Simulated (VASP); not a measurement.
# Sr (Im-3m) in VASP: further runs

The runs below take Sr through single point, with revPBE.

Everything below comes from runs of VASP 6.6.1. Logs are shortened: lines on timing, memory, paths and dates and some standing lists are left out, and cuts for length are marked.

## (1) The cell of the first run

Symmetry: Im-3m, No. 229, cubic system. Conventional cell: a = 4.648 Å, b = 4.648 Å, c = 4.648 Å, α = 90.00°, β = 90.00°, γ = 90.00°. Within 5.3 Å of Sr (site symmetry m-3m) lie 14 Sr at 4.03 to 4.65 Å.

## (2) Single point, revPBE (volume scaled by 0.88)

File INCAR:

```
  ALGO = Normal
  EDIFF = 1E-6
  ENCUT = 520
  GGA = RE
  ISIF = 2
  ISMEAR = -1
  LASPH = T
  LCHARG = F
  LREAL = F
  LWAVE = F
  NBANDS = 11
  NELM = 100
  PREC = Accurate
  SIGMA = 0.1
```

File KPOINTS:

```
k-points
0
Gamma
  10 10 10
```

File POSCAR:

```
Sr
1.0
   -2.3241675204      2.3241675204      2.3241675204
    2.3241675204     -2.3241675204      2.3241675204
    2.3241675204      2.3241675204     -2.3241675204
Sr
1
Direct
    0.0000000000      0.0000000000      0.0000000000
```

Potentials or basis: VASP PAW PBE potentials, release 64 (Sr_sv).

Command:

```sh
cat potpaw_PBE.64/Sr_sv/POTCAR > POTCAR
mpirun -np 1 vasp_std > vasp.out
```

OUTCAR:

```text
EDIFF = 1E-6
   ENCUT = 520
   GGA = RE
   ISIF = 2
   ISMEAR = -1
   LASPH = T
   LREAL = F
   NELM = 100
   PREC = Accurate

 ion  position               nearest neighbor table
   1  0.000  0.000  0.000-

  LATTYP: Found a body centered cubic cell.
 ALAT       =     4.6483350408

  Lattice vectors:

 A1 = (  -2.3241675204,   2.3241675204,   2.3241675204)
 A2 = (   2.3241675204,  -2.3241675204,   2.3241675204)
 A3 = (   2.3241675204,   2.3241675204,  -2.3241675204)

Analysis of symmetry for initial positions (statically):
=====================================================================
 Subroutine PRICEL returns:
 Original cell was already a primitive cell.

 Routine SETGRP: Setting up the symmetry group for a
 body centered cubic supercell.

 Subroutine GETGRP returns: Found 48 space group operations
 (whereof 48 operations were pure point group operations)
 out of a pool of 48 trial point group operations.

The static configuration has the point symmetry O_h .

Analysis of symmetry for dynamics (positions and initial velocities):
=====================================================================
 Subroutine PRICEL returns:
 Original cell was already a primitive cell.

 Routine SETGRP: Setting up the symmetry group for a
 body centered cubic supercell.

 Subroutine GETGRP returns: Found 48 space group operations
 (whereof 48 operations were pure point group operations)
 out of a pool of 48 trial point group operations.

The dynamic configuration has the point symmetry O_h .

 Subroutine INISYM returns: Found 48 space group operations
 (whereof 48 operations are pure point group operations),
 and found     1 'primitive' translations

----------------------------------------------------------------------------------------

                                     Primitive cell

  volume of cell :      50.2183

  direct lattice vectors                    reciprocal lattice vectors
    -2.324167520  2.324167520  2.324167520     0.000000000  0.215130792  0.215130792
     2.324167520 -2.324167520  2.324167520     0.215130792  0.000000000  0.215130792
     2.324167520  2.324167520 -2.324167520     0.215130792  0.215130792  0.000000000

  length of vectors
[... 82 lines left out ...]
   EDIFFG = 0.1E-04   stopping-criterion for IOM
   NSW    =      0    number of steps for IOM
   IBRION =     -1    ionic relax: 0-MD 1-quasi-New 2-CG
   NFREE  =      0    steps in history (QN), initial steepest desc. (CG)
   ISIF   =      2    stress and relaxation
   ISYM   =      2    0-nonsym 1-usesym 2-fastsym
   POTIM  = 0.5000    time-step for ionic-motion
   TEBEG  =    0.0;   TEEND  =   0.0 temperature during run
   PSTRESS=    0.0 pullay stress
   NELECT =      10.0000    total number of electrons
   NUPDOWN=      -1.0000    fix difference up-down
   EMIN   =  10.00;   EMAX   =-10.00  energy-range for DOS
   EFERMI =   0.00;   METHOD = LEGACY
   ISMEAR =    -1;   SIGMA  =   0.10  broadening in eV -4-tet -1-fermi 0-gaus
   EFERMI_NEDOS =   21; number of points for ismear=-14 and -15
   IALGO  =     38    algorithm
   IMIX   =      4    mixing-type and parameters
     AMIX     =   0.40;   BMIX     =  1.00
     AMIX_MAG =   1.60;   BMIX_MAG =  1.00
  volume/ion in A,a.u.               =      50.22       338.89
  Fermi-wavevector in a.u.,A,eV,Ry     =   0.955992  1.806562 12.434635  0.913920
  Thomas-Fermi vector in A             =   2.084879
   LORBIT       =      0    0 simple, 1 ext, 2 COOP (PROOUT), +10 PAW based schemes
   GGA     = RE    functional components
   LHFCALC =     F    Hartree Fock is set to
   AEXX    =    0.0000 exact exchange contribution
   IVDW    =     0    specifies the selected vdW correction
   LEPSILON=     F    determine dielectric tensor
   LRPA    =     F    only Hartree local field effects (RPA)
 non-spin polarized calculation
  energy-cutoff  :      520.00
  volume of cell :       50.22
 maximum number of plane-waves:      1409
 NGX is ok and might be reduce to    30
   NGX = 15   NGY = 15   NGZ = 15

 number of electron      10.0000000 magnetization

 Free energy of the ion-electron system (eV)
  ---------------------------------------------------
  ext. energy  EPLUGINS =         0.00000000
  ---------------------------------------------------
  free energy    TOTEN  =        -1.46154200 eV

  energy without entropy =       -1.42253040  energy(sigma->0) =       -1.44203620

 E-fermi :   1.9531     XC(G=0):  -7.5414

 val. band max:        1.9126481795   @ k =  -0.4000  -0.4000   0.1000
 cond. band min:       1.9688213531   @ k =  -0.4000   0.4000   0.4000
 fundamental gap:      0.0561731736
 Fermi energy:         1.9530784748

 k-point     1 :       0.0000    0.0000    0.0000
  band No.  band energies     occupation
      1     -34.4866      2.00000
      2     -16.3563      2.00000
      3     -16.3563      2.00000
      4     -16.3563      2.00000
      5      -1.7736      2.00000
      6       4.5130      0.00000
      7       4.5130      0.00000
      8       4.5130      0.00000
      9       5.9237      0.00000
     10       5.9237      0.00000
     11      10.3830      0.00000
[... 309 lines left out ...]
 k-point    24 :      -0.3000    0.3000    0.1000
  band No.  band energies     occupation
      1     -34.4696      2.00000
      2     -16.5306      2.00000
      3     -16.4233      2.00000
      4     -16.3768      2.00000
      5      -0.1376      2.00000
      6       3.1540      0.00001
      7       3.7327      0.00000
      8       5.0743      0.00000
      9       6.0179      0.00000
     10       6.4157      0.00000
     11       9.3671      0.00000

 [... further k-points ...]

------------------------ aborting loop because EDIFF is reached ----------------------------------------

  FORCE on cell =-STRESS in cart. coord.  units (eV):
  Direction    XX          YY          ZZ          XY          YZ          ZX
  --------------------------------------------------------------------------------------
  -------------------------------------------------------------------------------------
  Total        0.5274579      0.5274579      0.5274579      0.0000000      0.0000000      0.0000000
  in kB       16.8281397     16.8281397     16.8281397      0.0000000      0.0000000      0.0000000
  external PRESSURE =      16.8281397 kB  Pullay stress =       0.0000000 kB

 VOLUME and BASIS-vectors are now :
 -----------------------------------------------------------------------------
  energy-cutoff  :      520.00
  volume of cell :       50.22
      direct lattice vectors                 reciprocal lattice vectors
    -2.324167520  2.324167520  2.324167520     0.000000000  0.215130792  0.215130792
     2.324167520 -2.324167520  2.324167520     0.215130792  0.000000000  0.215130792
     2.324167520  2.324167520 -2.324167520     0.215130792  0.215130792  0.000000000

 POSITION                                       TOTAL-FORCE (eV/Angst)
 -----------------------------------------------------------------------------------
      0.00000      0.00000      0.00000        -0.000000      0.000000     -0.000000
 -----------------------------------------------------------------------------------
    total drift:                               -0.000000     -0.000000      0.000000

  FREE ENERGIE OF THE ION-ELECTRON SYSTEM (eV)
  ---------------------------------------------------
  free  energy   TOTEN  =        -1.4615419951 eV

  energy  without entropy=       -1.4225303994  energy(sigma->0) =       -1.44203620
```

OSZICAR:

```text
N       E                     dE             d eps       ncg     rms          rms(c)
DAV:   1     0.342093897070E+02    0.34209E+02   -0.47805E+03  1034   0.787E+02
DAV:   2     0.595850848003E-01   -0.34150E+02   -0.33596E+02  1205   0.152E+02
DAV:   3    -0.138837898550E+01   -0.14480E+01   -0.14321E+01  1501   0.230E+01
DAV:   4    -0.145269801123E+01   -0.64319E-01   -0.64136E-01  1365   0.431E+00
DAV:   5    -0.145423045077E+01   -0.15324E-02   -0.15324E-02  1452   0.498E-01    0.115E+01
DAV:   6    -0.145759469949E+01   -0.33642E-02   -0.88299E-03  1236   0.104E+00    0.651E+00
DAV:   7    -0.146126999407E+01   -0.36753E-02   -0.15771E-02  1112   0.138E+00    0.343E-01
DAV:   8    -0.146149581468E+01   -0.22582E-03   -0.15595E-03  1575   0.248E-01    0.109E-01
DAV:   9    -0.146152102646E+01   -0.25212E-04   -0.25285E-05  1231   0.468E-02    0.350E-02
DAV:  10    -0.146154269625E+01   -0.21670E-04   -0.13652E-05  1235   0.257E-02    0.930E-03
DAV:  11    -0.146154199514E+01    0.70111E-06   -0.49182E-07  1037   0.541E-03
   1 F= -.14615420E+01 E0= -.14420362E+01  d E =-.390116E-01
```

It took 23 s on 1 thread of AMD EPYC 7R43 (Zen 3), shared host; peak memory 0.14 GiB.

What came out:

```yaml
Free_energy: -1.4615 eV
Pressure: 1.7 GPa
Band_gap_on_the_k_mesh: zero (band 5 reaches 2.25 eV, above the bottom of band 6 at 1.73 eV)
```

Caveat: the PAW data sets were made with another functional, which shifts forces and pressure a little.

## (3) Single point, revPBE (volume scaled by 0.92)

File INCAR:

```
ALGO = Normal
EDIFF = 1E-6
ENCUT = 520
GGA = RE
ISIF = 2
ISMEAR = -1
LASPH = T
LCHARG = F
LREAL = F
LWAVE = F
NBANDS = 11
NELM = 100
PREC = Accurate
SIGMA = 0.1
```

KPOINTS is that of step 2.

File POSCAR:

```
Sr
1.0
   -2.3588617029      2.3588617029      2.3588617029
    2.3588617029     -2.3588617029      2.3588617029
    2.3588617029      2.3588617029     -2.3588617029
Sr
1
Direct
    0.0000000000      0.0000000000      0.0000000000
```

Potentials or basis: VASP PAW PBE potentials, release 64 (Sr_sv).

Command:

```sh
cat potpaw_PBE.64/Sr_sv/POTCAR > POTCAR
mpirun -np 1 vasp_std > vasp.out
```

Run time: 24 s. Hardware: 1 thread of AMD EPYC 7R43 (Zen 3), shared host; peak memory 0.14 GiB.

The run converged. Its results:

```yaml
Free_energy: -1.4807 eV
Pressure: 1.0 GPa
Band_gap_on_the_k_mesh: zero (band 5 reaches 2.09 eV, above the bottom of band 6 at 1.63 eV)
```

Levels at points of the mesh, in eV from the Fermi level:
| k point | band 1 | band 2 | band 3 | band 4 | band 5 | band 6 | band 7 | band 8 | band 9 | band 10 |
| --- | --- | --- | --- | --- | --- | --- | --- | --- | --- | --- |
| (0.00, 0.00, 0.00) | -36.54 | -18.42 | -18.42 | -18.42 | -3.67 | 2.50 | 2.50 | 2.50 | 3.86 | 3.86 |
| (0.50, 0.00, 0.00) | -36.52 | -18.65 | -18.49 | -18.42 | -0.98 | 0.29 | 1.27 | 3.71 | 4.39 | 5.67 |
| (0.50, 0.50, 0.50) | -36.50 | -18.58 | -18.58 | -18.58 | -0.17 | -0.17 | 3.84 | 3.84 | 3.84 | 5.25 |

Caveat: the PAW data sets were made with another functional, which shifts forces and pressure a little.

## (4) Single point, revPBE (volume scaled by 0.96)

File INCAR:

```
SYSTEM = Sr
PREC     = Accurate       ! precision mode
ENCUT    = 520            ! plane-wave cutoff, eV
EDIFF    = 1E-6           ! SCF threshold, eV
ISMEAR   = -1             ! smearing method
SIGMA    = 0.1            ! smearing width, eV
LREAL    = .FALSE.        ! projectors in reciprocal space
LASPH    = .TRUE.         ! aspherical terms in the spheres
NELM     = 80             ! most SCF steps
ALGO     = Normal         ! electronic algorithm
ISIF     = 2              ! what is computed and relaxed
LWAVE    = .FALSE.        ! write WAVECAR
LCHARG   = .FALSE.        ! write CHGCAR
GGA      = RE             ! functional
NBANDS   = 11             ! bands
```

File KPOINTS:

```
regular mesh
0
G
  10 10 10
  0 0 0
```

File POSCAR:

```
Sr
1.0
   -2.3925642806      2.3925642806      2.3925642806
    2.3925642806     -2.3925642806      2.3925642806
    2.3925642806      2.3925642806     -2.3925642806
Sr
1
Direct
    0.0000000000      0.0000000000      0.0000000000
```

Potentials or basis: VASP PAW PBE potentials, release 64 (Sr_sv).

Command:

```sh
cat potpaw_PBE.64/Sr_sv/POTCAR > POTCAR
mpirun -np 1 vasp_std > vasp.out
```

OUTCAR:

```text
SYSTEM = Sr
   PREC = Accurate
   ENCUT = 520
   EDIFF = 1E-6
   ISMEAR = -1
   LREAL = .FALSE.
   LASPH = .TRUE.
   NELM = 80
   ISIF = 2
   GGA = RE

 ion  position               nearest neighbor table
   1  0.000  0.000  0.000-

  LATTYP: Found a body centered cubic cell.
 ALAT       =     4.7851285612

  Lattice vectors:

 A1 = (  -2.3925642806,   2.3925642806,   2.3925642806)
 A2 = (   2.3925642806,  -2.3925642806,   2.3925642806)
 A3 = (   2.3925642806,   2.3925642806,  -2.3925642806)

Analysis of symmetry for initial positions (statically):
=====================================================================
 Subroutine PRICEL returns:
 Original cell was already a primitive cell.

 Routine SETGRP: Setting up the symmetry group for a
 body centered cubic supercell.

 Subroutine GETGRP returns: Found 48 space group operations
 (whereof 48 operations were pure point group operations)
 out of a pool of 48 trial point group operations.

The static configuration has the point symmetry O_h .

Analysis of symmetry for dynamics (positions and initial velocities):
[... 156 lines left out ...]
 E-fermi :   1.6597     XC(G=0):  -7.2740

 val. band max:        1.6493411312   @ k =   0.5000   0.5000   0.3000
 cond. band min:       1.7419685651   @ k =   0.5000   0.5000   0.2000
 fundamental gap:      0.0926274339
 Fermi energy:         1.6596535349

 k-point     1 :       0.0000    0.0000    0.0000
  band No.  band energies     occupation
      1     -34.9676      2.00000
      2     -16.8562      2.00000
      3     -16.8562      2.00000
      4     -16.8562      2.00000
      5      -1.9527      2.00000
      6       4.0988      0.00000
      7       4.0988      0.00000
      8       4.0988      0.00000
      9       5.4083      0.00000
     10       5.4083      0.00000
     11       9.7401      0.00000
[... 309 lines left out ...]
 k-point    24 :      -0.3000    0.3000    0.1000
  band No.  band energies     occupation
      1     -34.9563      2.00000
      2     -16.9841      2.00000
      3     -16.9064      2.00000
      4     -16.8711      2.00000
      5      -0.4247      2.00000
      6       2.8212      0.00002
      7       3.3796      0.00000
      8       4.6192      0.00000
      9       5.4634      0.00000
     10       5.8335      0.00000
     11       8.5419      0.00000

 [... further k-points ...]
[... 5 lines left out ...]
  --------------------------------------------------------------------------------------
  -------------------------------------------------------------------------------------
  Total        0.1621927      0.1621927      0.1621927      0.0000000      0.0000000     -0.0000000
  in kB        4.7434139      4.7434139      4.7434139      0.0000000      0.0000000     -0.0000000
  external PRESSURE =       4.7434139 kB  Pullay stress =       0.0000000 kB

 VOLUME and BASIS-vectors are now :
 -----------------------------------------------------------------------------
  energy-cutoff  :      520.00
  volume of cell :       54.78
      direct lattice vectors                 reciprocal lattice vectors
    -2.392564281  2.392564281  2.392564281     0.000000000  0.208980801  0.208980801
     2.392564281 -2.392564281  2.392564281     0.208980801  0.000000000  0.208980801
     2.392564281  2.392564281 -2.392564281     0.208980801  0.208980801  0.000000000

 POSITION                                       TOTAL-FORCE (eV/Angst)
 -----------------------------------------------------------------------------------
      0.00000      0.00000      0.00000        -0.000000     -0.000000      0.000000
 -----------------------------------------------------------------------------------
    total drift:                                0.000000      0.000000     -0.000000

  FREE ENERGIE OF THE ION-ELECTRON SYSTEM (eV)
  ---------------------------------------------------
  free  energy   TOTEN  =        -1.4913862968 eV

  energy  without entropy=       -1.4469444384  energy(sigma->0) =       -1.46916537
```

OSZICAR:

```text
N       E                     dE             d eps       ncg     rms          rms(c)
DAV:   1     0.386604272550E+02    0.38660E+02   -0.47838E+03  1034   0.785E+02
DAV:   2     0.399677273286E+00   -0.38261E+02   -0.37465E+02  1233   0.154E+02
DAV:   3    -0.140364205132E+01   -0.18033E+01   -0.17803E+01  1558   0.250E+01
DAV:   4    -0.147877956626E+01   -0.75138E-01   -0.75040E-01  1414   0.478E+00
DAV:   5    -0.148013588025E+01   -0.13563E-02   -0.13563E-02  1432   0.513E-01    0.110E+01
DAV:   6    -0.148586721569E+01   -0.57313E-02   -0.97110E-03  1247   0.108E+00    0.614E+00
DAV:   7    -0.149107551127E+01   -0.52083E-02   -0.16869E-02  1151   0.143E+00    0.364E-01
DAV:   8    -0.149132934063E+01   -0.25383E-03   -0.16685E-03  1422   0.279E-01    0.127E-01
DAV:   9    -0.149136517077E+01   -0.35830E-04   -0.87451E-05  1269   0.762E-02    0.388E-02
DAV:  10    -0.149138715254E+01   -0.21982E-04   -0.19299E-05  1238   0.316E-02    0.170E-02
DAV:  11    -0.149138629677E+01    0.85577E-06   -0.83652E-07  1113   0.655E-03
   1 F= -.14913863E+01 E0= -.14691654E+01  d E =-.444419E-01
```

It took 21 s on 1 thread of AMD EPYC 7R43 (Zen 3), shared host; peak memory 0.15 GiB.

Results:

- Free energy: -1.4914 eV
- Pressure: 0.5 GPa
- Band gap on the k mesh: zero (band 5 reaches 1.94 eV, above the bottom of band 6 at 1.54 eV)

Levels at points of the mesh, in eV from the Fermi level:
| k point | band 1 | band 2 | band 3 | band 4 | band 5 | band 6 | band 7 | band 8 | band 9 | band 10 |
| --- | --- | --- | --- | --- | --- | --- | --- | --- | --- | --- |
| (0.00, 0.00, 0.00) | -36.63 | -18.52 | -18.52 | -18.52 | -3.61 | 2.44 | 2.44 | 2.44 | 3.75 | 3.75 |
| (0.50, 0.00, 0.00) | -36.61 | -18.71 | -18.58 | -18.52 | -0.96 | 0.22 | 1.27 | 3.58 | 4.25 | 5.46 |
| (0.50, 0.50, 0.50) | -36.60 | -18.66 | -18.66 | -18.66 | -0.12 | -0.12 | 3.66 | 3.66 | 3.66 | 5.07 |

Caveat: the PAW data sets were made with another functional, which shifts forces and pressure a little.

## (5) The runs side by side

| cell | gap on the mesh (eV) | pressure (GPa) |
| --- | --- | --- |
| a = 4.026 Å, angles 109.5°, 1 atom | none | 1.7 |
| a = 4.086 Å, angles 109.5°, 1 atom | none | 1.0 |
| a = 4.144 Å, angles 109.5°, 1 atom | none | 0.5 |

Alike in all rows: task single point; level revPBE; potentials or basis VASP PAW PBE potentials, release 64 (Sr_sv); no spin polarisation; k mesh 10 × 10 × 10; cutoff (eV) 520; smearing fermi-dirac 0.1 eV.

Caveats: the PAW data sets were made with another functional, which shifts forces and pressure a little.

Absolute energies hang on the potentials; compare differences alone.
